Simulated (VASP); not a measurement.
Crystal: Si5Sn.

```
Si Sn
1.0
     5.78543    0.00000    0.00000
    -2.89271    5.01033    0.00000
     0.00000    0.00000    3.75647
Si Sn
5 1
Direct
  0.33333 0.66667 0.00000
  0.66667 0.33333 0.00000
  0.50000 0.00000 0.50000
  0.50000 0.50000 0.50000
  0.00000 0.50000 0.50000
  0.00000 0.00000 0.00000
```

| Property | Result |
| --- | --- |
| Program | VASP 6.6.1 |
| Task | relaxation of cell and atoms |
| Functional | PBE |
| Potentials or basis | VASP PAW PBE potentials, release 64 (Si, Sn_d) |
| Cutoff | 600 eV |
| k mesh | 6 × 6 × 10 |
| Occupations | gaussian, width 0.1 eV |
| Spin | no spin polarisation |

At the start: pressure -0.2 GPa; volume 18.15 Å³/atom.

Problem. Where does the relaxation end?

Solution. Over 9 steps the energy falls by 7.0 meV/atom and the volume is 17.89 Å³/atom (-1.4 %); space group P6/mmm (No. 191, to 0.05 Å).

Step by step:
```csv
step,energy change (eV),largest force (eV/Å),pressure (GPa),volume (Å³)
1,0.0000,0.0000,-0.17,108.89
2,-0.0182,0.0000,-0.16,108.58
3,-0.0379,0.0000,-0.54,107.59
4,-0.0415,0.0000,-0.29,107.92
5,-0.0417,0.0000,-0.32,107.86
6,-0.0417,0.0000,-0.31,107.88
7,-0.0420,0.0000,0.18,107.07
8,-0.0422,0.0000,0.01,107.35
9,-0.0422,0.0000,0.00,107.36
```

Final structure:
```yaml
crystal:
  lattice:
    - [5.67779, 0.00000, 0.00000]
    - [-2.83890, 4.91711, 0.00000]
    - [0.00000, 0.00000, 3.84550]
  atoms:
    - { symbol: Si, position: [0.33333, 0.66667, 0.00000] }
    - { symbol: Si, position: [0.66667, 0.33333, 0.00000] }
    - { symbol: Si, position: [0.50000, 0.00000, 0.50000] }
    - { symbol: Si, position: [0.50000, 0.50000, 0.50000] }
    - { symbol: Si, position: [0.00000, 0.50000, 0.50000] }
    - { symbol: Sn, position: [0.00000, 0.00000, 0.00000] }
```
